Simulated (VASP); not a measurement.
# SnSe (Pmmn) in VASP: single point with PBEsol

Aim: the single point of SnSe with PBEsol.

Program: VASP 6.6.1. These are calculated values, not measurements. Logs are shortened: lines on timing, memory, paths and dates and some standing lists are left out, and cuts for length are marked.

**1. The cell of the first run**

Symmetry: Pmmn, No. 59, orthorhombic system. Conventional cell: a = 5.744 Å, b = 13.133 Å, c = 3.046 Å, α = 90.00°, β = 90.00°, γ = 90.00°. Within 3.7 Å of Sn (site symmetry m) lie 3 Se at 2.77 to 2.91 Å and 3 Sn at 3.05 to 3.41 Å. Se (site symmetry m) has 3 Sn at 2.77 to 2.91 Å and 2 Se at 3.05 Å within 3.7 Å.

**2. Single point, PBEsol**

INCAR reads:

```
ALGO = Normal
EDIFF = 1E-6
ENCUT = 520
GGA = PS
ISIF = 2
ISMEAR = -1
LASPH = T
LCHARG = F
LREAL = F
LWAVE = F
NBANDS = 50
NELM = 60
PREC = Accurate
SIGMA = 0.1
```

KPOINTS reads:

```
k-points
0
Gamma
  4 2 6
```

POSCAR reads:

```
SnSe
1.0
    5.7441790000      0.0000000000      0.0000000000
    0.0000000000     13.1329700000      0.0000000000
    0.0000000000      0.0000000000      3.0457580000
Sn Se
4 4
Direct
    0.5000000000      0.3702420000      0.9132760000
    0.5000000000      0.6297580000      0.9132760000
    0.0000000000      0.8702420000      0.0867240000
    0.0000000000      0.1297580000      0.0867240000
    0.5000000000      0.1608120000      0.0309880000
    0.5000000000      0.8391880000      0.0309880000
    0.0000000000      0.6608120000      0.9690120000
    0.0000000000      0.3391880000      0.9690120000
```

Potentials or basis: VASP PAW PBE potentials, release 64 (Sn_d, Se).

On the command line:

```console
> cat potpaw_PBE.64/Sn_d/POTCAR potpaw_PBE.64/Se/POTCAR > POTCAR
> mpirun -np 1 vasp_std > vasp.out
```

OUTCAR:

```text
EDIFF = 1E-6
   ENCUT = 520
   GGA = PS
   ISIF = 2
   ISMEAR = -1
   LASPH = T
   LREAL = F
   NELM = 60
   PREC = Accurate

 ion  position               nearest neighbor table
   1  0.500  0.370  0.913-   5 2.77   8 2.91   8 2.91   2 3.41
   2  0.500  0.630  0.913-   6 2.77   7 2.91   7 2.91   1 3.41
   3  0.000  0.870  0.087-   7 2.77   6 2.91   6 2.91   4 3.41
   4  0.000  0.130  0.087-   8 2.77   5 2.91   5 2.91   3 3.41
   5  0.500  0.161  0.031-   1 2.77   4 2.91   4 2.91
   6  0.500  0.839  0.031-   2 2.77   3 2.91   3 2.91
   7  0.000  0.661  0.969-   3 2.77   2 2.91   2 2.91
   8  0.000  0.339  0.969-   4 2.77   1 2.91   1 2.91

  LATTYP: Found a simple orthorhombic cell.
 ALAT       =     3.0457580000
 B/A-ratio  =     1.8859604079
 C/A-ratio  =     4.3118888631

  Lattice vectors:

 A1 = (   0.0000000000,   0.0000000000,   3.0457580000)
 A2 = (   5.7441790000,   0.0000000000,   0.0000000000)
 A3 = (   0.0000000000,  13.1329700000,   0.0000000000)

Analysis of symmetry for initial positions (statically):
=====================================================================
 Subroutine PRICEL returns:
 Original cell was already a primitive cell.

 Routine SETGRP: Setting up the symmetry group for a
 simple orthorhombic supercell.

 Subroutine GETGRP returns: Found  8 space group operations
 (whereof  4 operations were pure point group operations)
 out of a pool of  8 trial point group operations.

The static configuration has the point symmetry C_2v.
 The point group associated with its full space group is D_2h.

Analysis of symmetry for dynamics (positions and initial velocities):
=====================================================================
 Subroutine PRICEL returns:
 Original cell was already a primitive cell.

 Routine SETGRP: Setting up the symmetry group for a
 simple orthorhombic supercell.

 Subroutine GETGRP returns: Found  8 space group operations
 (whereof  4 operations were pure point group operations)
 out of a pool of  8 trial point group operations.

The dynamic configuration has the point symmetry C_2v.
 The point group associated with its full space group is D_2h.

 Subroutine INISYM returns: Found  8 space group operations
 (whereof  4 operations are pure point group operations),
 and found     1 'primitive' translations

----------------------------------------------------------------------------------------

                                     Primitive cell

  volume of cell :     229.7663

  direct lattice vectors                    reciprocal lattice vectors
     5.744179000  0.000000000  0.000000000     0.174089282  0.000000000  0.000000000
     0.000000000 13.132970000  0.000000000     0.000000000  0.076144239  0.000000000
     0.000000000  0.000000000  3.045758000     0.000000000  0.000000000  0.328325494

  length of vectors
     5.744179000 13.132970000  3.045758000     0.174089282  0.076144239  0.328325494

  position of ions in fractional coordinates (direct lattice)
     0.500000000  0.370242000  0.913276000
     0.500000000  0.629758000  0.913276000
     0.000000000  0.870242000  0.086724000
     0.000000000  0.129758000  0.086724000
     0.500000000  0.160812000  0.030988000
     0.500000000  0.839188000  0.030988000
     0.000000000  0.660812000  0.969012000
     0.000000000  0.339188000  0.969012000

  ion indices of the primitive-cell ions
   primitive index   ion index
                 1           1
                 2           2
                 3           3
                 4           4
                 5           5
                 6           6
                 7           7
                 8           8

----------------------------------------------------------------------------------------

 KPOINTS: k-points

Automatic generation of k-mesh.
 Grid dimensions read from file:
 generate k-points for:    4    2    6

 Generating k-lattice:

  Cartesian coordinates                     Fractional coordinates (reciprocal lattice)
     0.043522321  0.000000000  0.000000000     0.250000000  0.000000000  0.000000000
     0.000000000  0.038072119  0.000000000     0.000000000  0.500000000  0.000000000
     0.000000000  0.000000000  0.054720916     0.000000000  0.000000000  0.166666667

  Length of vectors
     0.043522321  0.038072119  0.054720916

  Shift w.r.t. Gamma in fractional coordinates (k-lattice)
     0.000000000  0.000000000  0.000000000

 Subroutine IBZKPT returns following result:
 ===========================================

 Found     24 irreducible k-points:

 Following reciprocal coordinates:
            Coordinates               Weight
  0.000000  0.000000  0.000000      1.000000
  0.250000  0.000000  0.000000      2.000000
  0.500000  0.000000  0.000000      1.000000
  0.000000  0.500000  0.000000      1.000000
  0.250000  0.500000  0.000000      2.000000
  0.500000  0.500000  0.000000      1.000000
[... 16 lines left out ...]
  0.250000  0.500000  0.500000      2.000000
  0.500000  0.500000  0.500000      1.000000
   k-points           NKPTS =     24   k-points in BZ     NKDIM =     24   number of bands    NBANDS=     50
   number of dos      NEDOS =    301   number of ions     NIONS =      8
   total plane-waves  NPLWV = 112896
   dimension x,y,z NGX =    48 NGY =   98 NGZ =   24
   dimension x,y,z NGXF=    96 NGYF=  196 NGZF=   48
   ions per type =               4   4
   NGX,Y,Z   is equivalent  to a cutoff of  13.89, 12.41, 13.10 a.u.
   NGXF,Y,Z  is equivalent  to a cutoff of  27.78, 24.81, 26.20 a.u.
 SYSTEM =  unknown system
   PREC   = accura    normal or accurate (medium, high low for compatibility)
   ISTART =      0    job   : 0-new  1-cont  2-samecut
   ICHARG =      2    charge: 1-file 2-atom 10-const
   ISPIN  =      1    spin polarized calculation?
   LNONCOLLINEAR =      F non collinear calculations
   LSORBIT =      F    spin-orbit coupling
   LASPH  =      T    aspherical Exc in radial PAW
   ENCUT  =  520.0 eV  38.22 Ry    6.18 a.u.  10.68 24.42  5.66*2*pi/ulx,y,z
   NELM   =     60;   NELMIN=  2; NELMDL= -5     # of ELM steps
   EDIFF  = 0.1E-05   stopping-criterion for ELM
   LREAL  =      F    real-space projection
   EDIFFG = 0.1E-04   stopping-criterion for IOM
   NSW    =      0    number of steps for IOM
   IBRION =     -1    ionic relax: 0-MD 1-quasi-New 2-CG
   NFREE  =      0    steps in history (QN), initial steepest desc. (CG)
   ISIF   =      2    stress and relaxation
   ISYM   =      2    0-nonsym 1-usesym 2-fastsym
   POTIM  = 0.5000    time-step for ionic-motion
   TEBEG  =    0.0;   TEEND  =   0.0 temperature during run
   PSTRESS=    0.0 pullay stress
   NELECT =      80.0000    total number of electrons
   NUPDOWN=      -1.0000    fix difference up-down
   EMIN   =  10.00;   EMAX   =-10.00  energy-range for DOS
   EFERMI =   0.00;   METHOD = LEGACY
   ISMEAR =    -1;   SIGMA  =   0.10  broadening in eV -4-tet -1-fermi 0-gaus
   EFERMI_NEDOS =   21; number of points for ismear=-14 and -15
   IALGO  =     38    algorithm
   IMIX   =      4    mixing-type and parameters
     AMIX     =   0.40;   BMIX     =  1.00
     AMIX_MAG =   1.60;   BMIX_MAG =  1.00
  volume/ion in A,a.u.               =      28.72       193.82
  Fermi-wavevector in a.u.,A,eV,Ry     =   1.151709  2.176414 18.047222  1.326433
  Thomas-Fermi vector in A             =   2.288365
   LORBIT       =      0    0 simple, 1 ext, 2 COOP (PROOUT), +10 PAW based schemes
   GGA     = PS    functional components
   LHFCALC =     F    Hartree Fock is set to
   AEXX    =    0.0000 exact exchange contribution
   IVDW    =     0    specifies the selected vdW correction
   LEPSILON=     F    determine dielectric tensor
   LRPA    =     F    only Hartree local field effects (RPA)
 non-spin polarized calculation
  energy-cutoff  :      520.00
  volume of cell :      229.77
 maximum number of plane-waves:      6222
 NGX is ok and might be reduce to    48
   NGX = 21   NGY = 49   NGZ = 11

 number of electron      80.0000005 magnetization

 Free energy of the ion-electron system (eV)
  ---------------------------------------------------
  ext. energy  EPLUGINS =         0.00000000
  ---------------------------------------------------
  free energy    TOTEN  =       -33.29518155 eV

  energy without entropy =      -33.12918034  energy(sigma->0) =      -33.21218094

 E-fermi :   4.6808     XC(G=0):  -9.4395

 val. band max:        4.6726586867   @ k =   0.2500   0.0000   0.1667
 cond. band min:       4.6880917224   @ k =   0.0000   0.5000   0.5000
 fundamental gap:      0.0154330357
 Fermi energy:         4.6808499586

 k-point     1 :       0.0000    0.0000    0.0000
  band No.  band energies     occupation
      1     -16.8994      2.00000
      2     -16.8925      2.00000
      3     -16.8879      2.00000
      4     -16.8820      2.00000
      5     -16.7925      2.00000
      6     -16.7725      2.00000
[... 42 lines left out ...]
     49      10.7894      0.00000
     50      11.0374      0.00000

 k-point     2 :       0.2500    0.0000    0.0000
  band No.  band energies     occupation
      1     -16.8980      2.00000
      2     -16.8931      2.00000
      3     -16.8863      2.00000
      4     -16.8821      2.00000
      5     -16.7879      2.00000
      6     -16.7737      2.00000
[... 42 lines left out ...]
     49       9.8347      0.00000
     50      10.5327      0.00000

 k-point     3 :       0.5000    0.0000    0.0000
  band No.  band energies     occupation
      1     -16.8951      2.00000
      2     -16.8951      2.00000
      3     -16.8835      2.00000
      4     -16.8835      2.00000
      5     -16.7791      2.00000
      6     -16.7791      2.00000
[... 42 lines left out ...]
     49      10.5024      0.00000
     50      10.5024      0.00000

 k-point     4 :       0.0000    0.5000    0.0000
  band No.  band energies     occupation
      1     -16.8969      2.00000
      2     -16.8969      2.00000
      3     -16.8840      2.00000
      4     -16.8840      2.00000
      5     -16.7842      2.00000
      6     -16.7842      2.00000
[... 999 lines left out ...]
 k-point    23 :       0.2500    0.5000    0.5000
  band No.  band energies     occupation
      1     -16.7690      2.00000
      2     -16.7690      2.00000
      3     -16.7664      2.00000
      4     -16.7664      2.00000
      5     -16.7643      2.00000
      6     -16.7643      2.00000
[... 42 lines left out ...]
     49       9.3664      0.00000
     50       9.3760      0.00000

 k-point    24 :       0.5000    0.5000    0.5000
  band No.  band energies     occupation
      1     -16.7690      2.00000
      2     -16.7690      2.00000
      3     -16.7668      2.00000
      4     -16.7668      2.00000
      5     -16.7624      2.00000
      6     -16.7624      2.00000
[... 42 lines left out ...]
     49       8.1407      0.00000
     50       8.1407      0.00000

------------------------ aborting loop because EDIFF is reached ----------------------------------------

  FORCE on cell =-STRESS in cart. coord.  units (eV):
  Direction    XX          YY          ZZ          XY          YZ          ZX
  --------------------------------------------------------------------------------------
  -------------------------------------------------------------------------------------
  Total       -4.3239262     -7.5114776      2.2412679      0.0000000      0.0000000      0.0000000
  in kB      -30.1510572    -52.3780887     15.6285266      0.0000000      0.0000000      0.0000000
  external PRESSURE =     -22.3002064 kB  Pullay stress =       0.0000000 kB

 VOLUME and BASIS-vectors are now :
 -----------------------------------------------------------------------------
  energy-cutoff  :      520.00
  volume of cell :      229.77
      direct lattice vectors                 reciprocal lattice vectors
     5.744179000  0.000000000  0.000000000     0.174089282  0.000000000  0.000000000
     0.000000000 13.132970000  0.000000000     0.000000000  0.076144239  0.000000000
     0.000000000  0.000000000  3.045758000     0.000000000  0.000000000  0.328325494

 POSITION                                       TOTAL-FORCE (eV/Angst)
 -----------------------------------------------------------------------------------
      2.87209      4.86238      2.78162        -0.000000     -0.349954      0.116226
      2.87209      8.27059      2.78162        -0.000000      0.349954      0.116226
      0.00000     11.42886      0.26414         0.000000     -0.349954     -0.116226
      0.00000      1.70411      0.26414         0.000000      0.349954     -0.116226
      2.87209      2.11194      0.09438        -0.000000      0.323258     -0.070203
      2.87209     11.02103      0.09438        -0.000000     -0.323258     -0.070203
      0.00000      8.67842      2.95138         0.000000      0.323258      0.070203
      0.00000      4.45455      2.95138         0.000000     -0.323258      0.070203
 -----------------------------------------------------------------------------------
    total drift:                                0.000000      0.000000      0.000000

  FREE ENERGIE OF THE ION-ELECTRON SYSTEM (eV)
  ---------------------------------------------------
  free  energy   TOTEN  =       -33.2951815508 eV

  energy  without entropy=      -33.1291803359  energy(sigma->0) =      -33.21218094
```

Wall time 4 min (1 thread of Intel Xeon Platinum 8488C (Sapphire Rapids), shared host); peak memory 0.45 GiB.

Results:

```yaml
Free_energy: -33.2952 eV
Pressure: -2.2 GPa
Largest_force: 0.369 eV/Å
Band_gap_on_the_k_mesh: zero (band 40 reaches 6.36 eV, above the bottom of band 41 at 3.44 eV)
```

Forces in eV/Å, atoms in the order of the input:
```
Sn   0.000 -0.350  0.116
Sn   0.000  0.350  0.116
Sn   0.000 -0.350 -0.116
Sn   0.000  0.350 -0.116
Se   0.000  0.323 -0.070
Se   0.000 -0.323 -0.070
Se   0.000  0.323  0.070
Se   0.000 -0.323  0.070
```

Stress tensor (GPa, compression positive):
```
-3.02  0.00  0.00
 0.00 -5.24  0.00
 0.00  0.00  1.56
```

Caveat: the PAW data sets were made with another functional, which shifts forces and pressure a little; spin-orbit coupling is left out, which moves the levels of the heavy elements.
